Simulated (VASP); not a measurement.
# SrTiO3 (Pm-3m) in VASP: further runs

The runs below take SrTiO3 through single point, with r2SCAN.

All numbers are computed with VASP 6.6.1; they aren't measurements. Logs are shortened: lines on timing, memory, paths and dates and some standing lists are left out, and cuts for length are marked.

### 1 The cell of the first run

The structure is cubic, space group Pm-3m (No. 221). The conventional cell has a = 3.827 Å, b = 3.827 Å, c = 3.827 Å, α = 90.00°, β = 90.00°, γ = 90.00°. Sr (site symmetry m-3m) has 12 O at 2.71 Å and 8 Ti at 3.31 Å within 3.6 Å. Ti (site symmetry m-3m) has 6 O at 1.91 Å within 2.5 Å. O (site symmetry 4/mmm) has 2 Ti at 1.91 Å within 2.5 Å.

### 2 Single point, r2SCAN (11.21 Å³/atom)

Contents of POSCAR:

```
SrTiO3
1.0
    3.8270923087      0.0000000000      0.0000000000
    0.0000000000      3.8270923087      0.0000000000
    0.0000000000      0.0000000000      3.8270923087
Sr Ti O
1 1 3
Direct
    0.5000000000      0.5000000000      0.5000000000
    0.0000000000      0.0000000000      0.0000000000
    0.5000000000      0.0000000000      0.0000000000
    0.0000000000      0.5000000000      0.0000000000
    0.0000000000      0.0000000000      0.5000000000
```

Contents of INCAR.step1:

```
PREC     = Accurate       # precision mode
ENCUT    = 520            # plane-wave cutoff, eV
ISMEAR   = 0              # smearing method
SIGMA    = 0.02           # smearing width, eV
LREAL    = False          # projectors in reciprocal space
LASPH    = True           # aspherical terms in the spheres
NELM     = 80             # most SCF steps
NBANDS   = 28             # bands
GGA      = PE             # functional
ALGO     = Normal         # electronic algorithm
EDIFF    = 1E-4           # SCF threshold, eV
LWAVE    = True           # write WAVECAR
LCHARG   = False          # write CHGCAR
```

Contents of INCAR.step2:

```
PREC     = Accurate       # precision mode
ENCUT    = 520            # plane-wave cutoff, eV
EDIFF    = 1E-6           # SCF threshold, eV
ISMEAR   = 0              # smearing method
SIGMA    = 0.02           # smearing width, eV
LREAL    = False          # projectors in reciprocal space
LASPH    = True           # aspherical terms in the spheres
NELM     = 80             # most SCF steps
ALGO     = Normal         # electronic algorithm
ISIF     = 2              # what is computed and relaxed
LWAVE    = False          # write WAVECAR
LCHARG   = False          # write CHGCAR
METAGGA  = R2SCAN         # meta-GGA
LMIXTAU  = True         
NBANDS   = 28             # bands
ISTART   = 1
```

Contents of KPOINTS:

```
regular mesh
0
Gamma
  8 8 8
```

Potentials or basis: VASP PAW PBE potentials, release 64 (Sr_sv, Ti_sv, O).

Run with:

```
> cat potpaw_PBE.64/Sr_sv/POTCAR potpaw_PBE.64/Ti_sv/POTCAR potpaw_PBE.64/O/POTCAR > POTCAR
> cp INCAR.step1 INCAR
> mpirun -np 1 vasp_std > vasp.out
> cp INCAR.step2 INCAR
> mpirun -np 1 vasp_std > vasp.out
```

OUTCAR:

```text
PREC = Accurate
   ENCUT = 520
   EDIFF = 1E-6
   ISMEAR = 0
   LREAL = False
   LASPH = True
   NELM = 80
   ISIF = 2
   METAGGA = R2SCAN
   ISTART = 1

 ion  position               nearest neighbor table
   1  0.500  0.500  0.500-   3 2.71   4 2.71   5 2.71   3 2.71   4 2.71   3 2.71   5 2.71   3 2.71
                             4 2.71   5 2.71   4 2.71   5 2.71   2 3.31   2 3.31   2 3.31   2 3.31
   2  0.000  0.000  0.000-   3 1.91   4 1.91   5 1.91   5 1.91   4 1.91   3 1.91   1 3.31   1 3.31
                             1 3.31   1 3.31   1 3.31   1 3.31   1 3.31   1 3.31
   3  0.500  0.000  0.000-   2 1.91   2 1.91   1 2.71   1 2.71   1 2.71   1 2.71
   4  0.000  0.500  0.000-   2 1.91   2 1.91   1 2.71   1 2.71   1 2.71   1 2.71
   5  0.000  0.000  0.500-   2 1.91   2 1.91   1 2.71   1 2.71   1 2.71   1 2.71

  LATTYP: Found a simple cubic cell.
 ALAT       =     3.8270923087

  Lattice vectors:

 A1 = (   3.8270923087,   0.0000000000,   0.0000000000)
 A2 = (   0.0000000000,   3.8270923087,   0.0000000000)
 A3 = (   0.0000000000,   0.0000000000,   3.8270923087)

Analysis of symmetry for initial positions (statically):
=====================================================================
 Subroutine PRICEL returns:
 Original cell was already a primitive cell.

 Routine SETGRP: Setting up the symmetry group for a
 simple cubic supercell.

 Subroutine GETGRP returns: Found 48 space group operations
 (whereof 48 operations were pure point group operations)
 out of a pool of 48 trial point group operations.

The static configuration has the point symmetry O_h .

Analysis of symmetry for dynamics (positions and initial velocities):
=====================================================================
 Subroutine PRICEL returns:
 Original cell was already a primitive cell.

 Routine SETGRP: Setting up the symmetry group for a
 simple cubic supercell.

 Subroutine GETGRP returns: Found 48 space group operations
 (whereof 48 operations were pure point group operations)
 out of a pool of 48 trial point group operations.

The dynamic configuration has the point symmetry O_h .

 Subroutine INISYM returns: Found 48 space group operations
 (whereof 48 operations are pure point group operations),
 and found     1 'primitive' translations

----------------------------------------------------------------------------------------
[... 93 lines left out ...]
   ISPIN  =      1    spin polarized calculation?
   LNONCOLLINEAR =      F non collinear calculations
   LSORBIT =      F    spin-orbit coupling
   LASPH  =      T    aspherical Exc in radial PAW
   ENCUT  =  520.0 eV  38.22 Ry    6.18 a.u.   7.12  7.12  7.12*2*pi/ulx,y,z
   NELM   =     80;   NELMIN=  2; NELMDL=  0     # of ELM steps
   EDIFF  = 0.1E-05   stopping-criterion for ELM
   LREAL  =      F    real-space projection
   EDIFFG = 0.1E-04   stopping-criterion for IOM
   NSW    =      0    number of steps for IOM
   IBRION =     -1    ionic relax: 0-MD 1-quasi-New 2-CG
   NFREE  =      0    steps in history (QN), initial steepest desc. (CG)
   ISIF   =      2    stress and relaxation
   ISYM   =      2    0-nonsym 1-usesym 2-fastsym
   POTIM  = 0.5000    time-step for ionic-motion
   TEBEG  =    0.0;   TEEND  =   0.0 temperature during run
   PSTRESS=    0.0 pullay stress
   NELECT =      40.0000    total number of electrons
   NUPDOWN=      -1.0000    fix difference up-down
   EMIN   =  10.00;   EMAX   =-10.00  energy-range for DOS
   EFERMI =   0.00;   METHOD = LEGACY
   ISMEAR =     0;   SIGMA  =   0.02  broadening in eV -4-tet -1-fermi 0-gaus
   EFERMI_NEDOS =   21; number of points for ismear=-14 and -15
   IALGO  =     38    algorithm
   IMIX   =      4    mixing-type and parameters
     AMIX     =   0.40;   BMIX     =  1.00
     AMIX_MAG =   1.60;   BMIX_MAG =  1.00
  volume/ion in A,a.u.               =      11.21        75.65
  Fermi-wavevector in a.u.,A,eV,Ry     =   1.462938  2.764552 29.119016  2.140187
  Thomas-Fermi vector in A             =   2.579092
   LORBIT       =      0    0 simple, 1 ext, 2 COOP (PROOUT), +10 PAW based schemes
   METAGGA = R2SCAN    functional components
   LHFCALC =     F    Hartree Fock is set to
   AEXX    =    0.0000 exact exchange contribution
   IVDW    =     0    specifies the selected vdW correction
   LEPSILON=     F    determine dielectric tensor
   LRPA    =     F    only Hartree local field effects (RPA)
 non-spin polarized calculation
 Gauss-broadening in eV      SIGMA  =   0.02
  energy-cutoff  :      520.00
  volume of cell :       56.05
 maximum number of plane-waves:      1528
   NGX = 15   NGY = 15   NGZ = 15

 number of electron      39.9999995 magnetization

 Free energy of the ion-electron system (eV)
  ---------------------------------------------------
  ext. energy  EPLUGINS =         0.00000000
  ---------------------------------------------------
  free energy    TOTEN  =       -63.15964562 eV

  energy without entropy =      -63.15964562  energy(sigma->0) =      -63.15964562

 E-fermi :   4.6099     XC(G=0): -12.2849

 val. band max:        4.3581637543   @ k =   0.5000   0.5000   0.5000
 cond. band min:       6.7647729360   @ k =   0.0000   0.0000   0.0000
 fundamental gap:      2.4066091817
 Fermi energy:         4.6099161288

 k-point     1 :       0.0000    0.0000    0.0000
  band No.  band energies     occupation
      1     -54.0316      2.00000
      2     -29.3318      2.00000
      3     -29.2759      2.00000
      4     -29.2759      2.00000
      5     -29.2759      2.00000
      6     -14.2804      2.00000
[... 733 lines left out ...]
     27      13.6367      0.00000
     28      14.1574      0.00000

 [... further k-points ...]
[... 5 lines left out ...]
  --------------------------------------------------------------------------------------
  -------------------------------------------------------------------------------------
  Total        5.0889391      5.0889391      5.0889391      0.0000000      0.0000000     -0.0000000
  in kB      145.4557937    145.4557937    145.4557937      0.0000000      0.0000000     -0.0000000
  external PRESSURE =     145.4557937 kB  Pullay stress =       0.0000000 kB

 VOLUME and BASIS-vectors are now :
 -----------------------------------------------------------------------------
  energy-cutoff  :      520.00
  volume of cell :       56.05
      direct lattice vectors                 reciprocal lattice vectors
     3.827092309  0.000000000  0.000000000     0.261294978  0.000000000  0.000000000
     0.000000000  3.827092309  0.000000000     0.000000000  0.261294978  0.000000000
     0.000000000  0.000000000  3.827092309     0.000000000  0.000000000  0.261294978

 POSITION                                       TOTAL-FORCE (eV/Angst)
 -----------------------------------------------------------------------------------
      1.91355      1.91355      1.91355         0.000000      0.000000      0.000000
      0.00000      0.00000      0.00000         0.000000      0.000000      0.000000
      1.91355      0.00000      0.00000         0.000000      0.000000      0.000000
      0.00000      1.91355      0.00000         0.000000      0.000000      0.000000
      0.00000      0.00000      1.91355         0.000000      0.000000      0.000000
 -----------------------------------------------------------------------------------
    total drift:                                0.000000      0.000000     -0.000000

  FREE ENERGIE OF THE ION-ELECTRON SYSTEM (eV)
  ---------------------------------------------------
  free  energy   TOTEN  =       -63.1596456244 eV

  energy  without entropy=      -63.1596456244  energy(sigma->0) =      -63.15964562
```

OUTCAR.step1:

```text
PREC = Accurate
   ENCUT = 520
   ISMEAR = 0
   LREAL = False
   LASPH = True
[... 977 lines left out ...]
      0.00000      0.00000      0.00000         0.000000      0.000000      0.000000
      1.91355      0.00000      0.00000         0.000000      0.000000      0.000000
      0.00000      1.91355      0.00000         0.000000      0.000000      0.000000
      0.00000      0.00000      1.91355         0.000000      0.000000      0.000000
 -----------------------------------------------------------------------------------
    total drift:                                0.000000      0.000000     -0.000000

  FREE ENERGIE OF THE ION-ELECTRON SYSTEM (eV)
  ---------------------------------------------------
  free  energy   TOTEN  =       -39.8277407853 eV

  energy  without entropy=      -39.8277407853  energy(sigma->0) =      -39.82774079
```

Wall time 5.8 min (1 thread of Intel Xeon 8259CL, shared host); peak memory 0.18 GiB.

What came out:

| Quantity | Value |
| --- | --- |
| Free energy | -63.1596 eV |
| Pressure | 14.5 GPa |
| Band gap on the k mesh | 2.41 eV (least direct gap 2.75 eV) |

Caveat: the cell stands under pressure; the PAW data sets were made with another functional, which shifts forces and pressure a little.

### 3 Single point, r2SCAN (11.57 Å³/atom)

This run uses another cell than the first one, of 11.57 Å³/atom.

Edit POSCAR of step 2 so:

```diff
@@ -2,5 +2,5 @@
 1.0
-    3.8270923087      0.0000000000      0.0000000000
-    0.0000000000      3.8270923087      0.0000000000
-    0.0000000000      0.0000000000      3.8270923087
+    3.8673804516      0.0000000000      0.0000000000
+    0.0000000000      3.8673804516      0.0000000000
+    0.0000000000      0.0000000000      3.8673804516
 Sr Ti O
```

Contents of INCAR.step1:

```
PREC = Accurate
ENCUT = 520
ISMEAR = 0
SIGMA = 0.02
LREAL = F
LASPH = T
NELM = 60
NBANDS = 28
GGA = PE
ALGO = Normal
EDIFF = 1E-4
LWAVE = T
LCHARG = F
```

Contents of INCAR.step2:

```
PREC = Accurate
ENCUT = 520
EDIFF = 1E-6
ISMEAR = 0
SIGMA = 0.02
LREAL = F
LASPH = T
NELM = 60
ALGO = Normal
ISIF = 2
LWAVE = F
LCHARG = F
METAGGA = R2SCAN
LMIXTAU = T
NBANDS = 28
ISTART = 1
```

Contents of KPOINTS:

```
Automatic mesh
0
Gamma
  8 8 8
```

Potentials or basis: VASP PAW PBE potentials, release 64 (Sr_sv, Ti_sv, O).

Run with:

```
> cat potpaw_PBE.64/Sr_sv/POTCAR potpaw_PBE.64/Ti_sv/POTCAR potpaw_PBE.64/O/POTCAR > POTCAR
> cp INCAR.step1 INCAR
> mpirun -np 1 vasp_std > vasp.out
> cp INCAR.step2 INCAR
> mpirun -np 1 vasp_std > vasp.out
```

It took 6.7 min on 1 thread of Intel Xeon 8259CL, shared host; peak memory 0.18 GiB.

Results (log left out):

```yaml
Free_energy: -63.2825 eV
Pressure: 7.2 GPa
Band_gap_on_the_k_mesh: 2.34 eV (least direct gap 2.71 eV)
```

Levels at points of the mesh, in eV from the valence-band top:
```tsv
k point	band 18	band 19	band 20	band 21	band 22	band 23
(0.00, 0.00, 0.00)	-0.37	-0.37	-0.37	2.34	2.34	2.34
(0.50, 0.00, 0.00)	-2.10	-0.77	-0.77	2.52	4.35	4.35
(0.50, 0.50, 0.00)	-1.64	-1.64	-0.10	4.35	4.35	4.85
(0.50, 0.50, 0.50)	0.00	0.00	0.00	5.09	5.09	5.09
```

Caveat: the cell stands under pressure; the PAW data sets were made with another functional, which shifts forces and pressure a little. A k mesh can miss the band edges.

### 4 Single point, r2SCAN

This run uses another cell than the first one, of 11.93 Å³/atom.

Edit POSCAR of step 3 so:

```diff
@@ -2,5 +2,5 @@
 1.0
-    3.8673804516      0.0000000000      0.0000000000
-    0.0000000000      3.8673804516      0.0000000000
-    0.0000000000      0.0000000000      3.8673804516
+    3.9068462432      0.0000000000      0.0000000000
+    0.0000000000      3.9068462432      0.0000000000
+    0.0000000000      0.0000000000      3.9068462432
 Sr Ti O
```

Contents of INCAR.step1:

```
SYSTEM = SrTiO3
PREC = Accurate
ENCUT = 520
ISMEAR = 0
SIGMA = 0.02
LREAL = .False.
LASPH = .True.
NELM = 100
NBANDS = 28
GGA = PE
ALGO = Normal
EDIFF = 1E-4
LWAVE = .True.
LCHARG = .False.
```

Contents of INCAR.step2:

```
SYSTEM = SrTiO3
PREC = Accurate
ENCUT = 520
EDIFF = 1E-6
ISMEAR = 0
SIGMA = 0.02
LREAL = .False.
LASPH = .True.
NELM = 100
ALGO = Normal
ISIF = 2
LWAVE = .False.
LCHARG = .True.
METAGGA = R2SCAN
LMIXTAU = .True.
LELF = .True.
LVHAR = .True.
NBANDS = 28
ISTART = 1
```

Contents of KPOINTS:

```
regular mesh
0
Gamma
  8 8 8
  0 0 0
```

Run with:

```
> cat potpaw_PBE.64/Sr_sv/POTCAR potpaw_PBE.64/Ti_sv/POTCAR potpaw_PBE.64/O/POTCAR > POTCAR
> cp INCAR.step1 INCAR
> mpirun -np 1 vasp_std > vasp.out
> cp INCAR.step2 INCAR
> mpirun -np 1 vasp_std > vasp.out
```

It took 7.4 min on 1 thread of Intel Xeon 8259CL, shared host; peak memory 0.18 GiB.

It converged, with:

```
Free energy            : -63.3296 eV
Pressure               : 0.9 GPa
Band gap on the k mesh : 2.27 eV (least direct gap 2.66 eV)
```

Levels at points of the mesh, in eV from the valence-band top:
```
           k point  band 16  band 17  band 18  band 19  band 20  band 21  band 22  band 23  band 24  band 25
(0.00, 0.00, 0.00)    -1.21    -1.21    -0.38    -0.38    -0.38     2.27     2.27     2.27     4.59     4.59
(0.50, 0.00, 0.00)    -2.36    -2.36    -2.00    -0.77    -0.77     2.44     4.17     4.17     4.60     6.92
(0.50, 0.50, 0.00)    -2.85    -1.79    -1.61    -1.61    -0.09     4.18     4.18     4.67     5.64     8.56
(0.50, 0.50, 0.50)    -3.79    -3.79     0.00     0.00     0.00     4.88     4.88     4.88     7.63     7.63
```

Caveat: the PAW data sets were made with another functional, which shifts forces and pressure a little.

### 5 Single point, r2SCAN

This run uses another cell than the first one, of 11.93 Å³/atom.

POSCAR is that of step 4.

Contents of INCAR.step1:

```
PREC = Accurate
ENCUT = 520
ISMEAR = 0
SIGMA = 0.02
LREAL = False
LASPH = True
NELM = 100
NBANDS = 28
GGA = PE
ALGO = Normal
EDIFF = 1E-4
LWAVE = True
LCHARG = False
```

Contents of INCAR.step2:

```
PREC = Accurate
ENCUT = 520
EDIFF = 1E-6
ISMEAR = 0
SIGMA = 0.02
LREAL = False
LASPH = True
NELM = 100
ALGO = Normal
ISIF = 2
LWAVE = False
LCHARG = False
METAGGA = R2SCAN
LMIXTAU = True
NBANDS = 28
ISTART = 1
```

Contents of KPOINTS:

```
regular mesh
0
Gamma
  8 8 8
```

Run with:

```
> cat potpaw_PBE.64/Sr_sv/POTCAR potpaw_PBE.64/Ti_sv/POTCAR potpaw_PBE.64/O/POTCAR > POTCAR
> cp INCAR.step1 INCAR
> mpirun -np 1 vasp_std > vasp.out
> cp INCAR.step2 INCAR
> mpirun -np 1 vasp_std > vasp.out
```

Wall time 6.3 min (1 thread of Intel Xeon 8259CL, shared host); peak memory 0.18 GiB.

Results (log left out):

```
Free energy            : -63.3296 eV
Pressure               : 0.9 GPa
Band gap on the k mesh : 2.27 eV (least direct gap 2.66 eV)
```

Levels at points of the mesh, in eV from the valence-band top:
| k point | band 17 | band 18 | band 19 | band 20 | band 21 | band 22 | band 23 | band 24 |
| --- | --- | --- | --- | --- | --- | --- | --- | --- |
| (0.00, 0.00, 0.00) | -1.21 | -0.38 | -0.38 | -0.38 | 2.27 | 2.27 | 2.27 | 4.59 |
| (0.50, 0.00, 0.00) | -2.36 | -2.00 | -0.77 | -0.77 | 2.44 | 4.17 | 4.17 | 4.60 |
| (0.50, 0.50, 0.00) | -1.79 | -1.61 | -1.61 | -0.09 | 4.18 | 4.18 | 4.67 | 5.64 |
| (0.50, 0.50, 0.50) | -3.79 | 0.00 | 0.00 | 0.00 | 4.88 | 4.88 | 4.88 | 7.63 |

Caveat: the PAW data sets were made with another functional, which shifts forces and pressure a little.

### 6 Summary

```tsv
cell	gap on the mesh (eV)	pressure (GPa)
a = 3.827 Å, 5 atoms	2.41	14.5
a = 3.867 Å, 5 atoms	2.34	7.2
a = 3.907 Å, 5 atoms	2.27	0.9
```

Alike in all rows: task single point; level r2SCAN; potentials or basis VASP PAW PBE potentials, release 64 (Sr_sv, Ti_sv, O); no spin polarisation; k mesh 8 × 8 × 8; cutoff (eV) 520; smearing gaussian 0.02 eV.

Caveats: the PAW data sets were made with another functional, which shifts forces and pressure a little; the cell stands under pressure (at least some runs).

Absolute energies hang on the potentials; compare differences alone.
